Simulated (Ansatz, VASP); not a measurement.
**VN in VASP and in Ansatz**

```xyz
2
Lattice="0.0000 2.0625 2.0625 2.0625 0.0000 2.0625 2.0625 2.0625 0.0000" Properties=species:S:1:pos:R:3 pbc="T T T"
V     0.0000    0.0000    0.0000
N     2.0625    2.0625    2.0625
```

Alike in both runs: task single point; functional PBE; k mesh 6 × 6 × 6; occupations gaussian, width 0.26 eV; collinear spin.

|  | VASP | Ansatz |
| --- | --- | --- |
| version | VASP 6.6.1 | Ansatz 0.2.0 |
| potentials or method | VASP PAW PBE potentials, release 64 (V_sv, N), cutoff 600 eV | scalar-relativistic, plane waves, PAW |
| valence electrons in the cell | 18 | 18 |

VASP gave:

```
gap on the k mesh at the Fermi level (eV)                     : none
pressure (GPa)                                                : -0.1
net moment per atom (μB)                                      : 0.01
size of the moment on the site where the two differ most (μB) : 0.01
```

**Question.** Estimate Ansatz's values.

**Answer.** gap on the k mesh at the Fermi level (eV): none; pressure (GPa): -0.4; net moment per atom (μB): 0.17; size of the moment on the site where the two differ most (μB): 0.27.

The net moments are unlike, so the other rows may belong to different states. Site moments also hang on the region over which each program counts them. A gap of «none» marks a metal or a gap that the smearing closes.

The k mesh is coarse, so the values compare programs but aren't converged.
